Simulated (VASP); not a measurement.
# Si3Ge: relaxation of cell and atoms with PBE

The system is Si3Ge.

```
Si Ge
1.0
     2.82707    0.00000    0.00000
    -1.41354    2.44832    0.00000
     0.00000    0.00000    9.18212
Si Ge
3 1
Direct
  0.33333 0.66667 0.72941
  0.33333 0.66667 0.27059
  0.66667 0.33333 0.50000
  0.66667 0.33333 0.00000
```

| Property | Result |
| --- | --- |
| Program | VASP 6.6.1 |
| Task | relaxation of cell and atoms |
| Functional | PBE |
| Potentials or basis | VASP PAW PBE potentials, release 64 (Si, Ge_d) |
| Cutoff | 500 eV |
| k mesh | 18 × 18 × 6 |
| Occupations | gaussian, width 0.1 eV |
| Spin | no spin polarisation |
| Dipole correction | no |
| Further INCAR settings | ALGO = Normal; EDIFF = 1e-07; IBRION = 2; EDIFFG = -0.01; NSW = 100; ISIF = 3 |

```yaml
Relaxed_volume: 15.83 Å³/atom
Relaxed_cell: a = 2.803 Å, b = 2.803 Å, c = 9.307 Å, α = 90.00°, β = 90.00°, γ = 120.00°
Space_group_after_relaxing_to_0.1_Å: P-6m2 (No. 187)
Energy_gained_by_relaxing: 4.6 meV/atom
Ionic_steps: 10
Pressure_after_relaxing: 0.0 GPa
Largest_force_after_relaxing: 0.010 eV/Å
```

Forces in eV/Å, atoms in the order of the input:
```
Si   0.000  0.000  0.010
Si   0.000  0.000 -0.010
Si   0.000  0.000  0.000
Ge   0.000  0.000  0.000
```

The path:
```
step  energy change (eV)  largest force (eV/Å)  pressure (GPa)  volume (Å³)
   1              0.0000                0.2453            0.00        63.55
   2             -0.0154                0.1168           -0.17        63.55
   3             -0.0176                0.0515           -0.24        63.55
   4             -0.0179                0.0220           -0.26        63.55
   5             -0.0179                0.0171           -0.26        63.55
   6             -0.0182                0.0177            0.05        63.28
   7             -0.0182                0.0177            0.05        63.30
   8             -0.0182                0.0176            0.03        63.31
   9             -0.0182                0.0157            0.02        63.31
  10             -0.0183                0.0098            0.00        63.31
```

Final structure:
```
Si Ge
1.0
     2.80260    0.00000    0.00000
    -1.40130    2.42713    0.00000
     0.00000    0.00000    9.30667
Si Ge
3 1
Direct
  0.33333 0.66667 0.73208
  0.33333 0.66667 0.26792
  0.66667 0.33333 0.50000
  0.66667 0.33333 0.00000
```

Levels at points of the mesh, in eV from the Fermi level:
| k point | band 10 | band 11 | band 12 | band 13 | band 14 | band 15 | band 16 | band 17 |
| --- | --- | --- | --- | --- | --- | --- | --- | --- |
| (0.00, 0.00, 0.00) | -6.42 | 0.91 | 1.17 | 7.50 | 7.50 | 8.85 | 8.85 | 9.10 |
| (0.50, 0.00, 0.00) | -5.59 | -5.57 | -1.77 | -1.66 | -1.27 | 0.53 | 2.92 | 4.56 |
| (0.00, 0.00, 0.50) | -3.61 | -3.05 | 5.47 | 6.50 | 7.56 | 7.56 | 8.54 | 8.54 |
| (0.50, 0.00, 0.50) | -4.98 | -4.04 | -3.87 | -3.14 | 1.52 | 2.37 | 2.75 | 3.03 |

Run time: 11 min on 1 thread of Intel(R) Xeon(R) Platinum 8488C (Sapphire Rapids) (shared host), peak memory 0.31 GiB.

Caveat: the highest band is partly filled, so the run has too few bands.
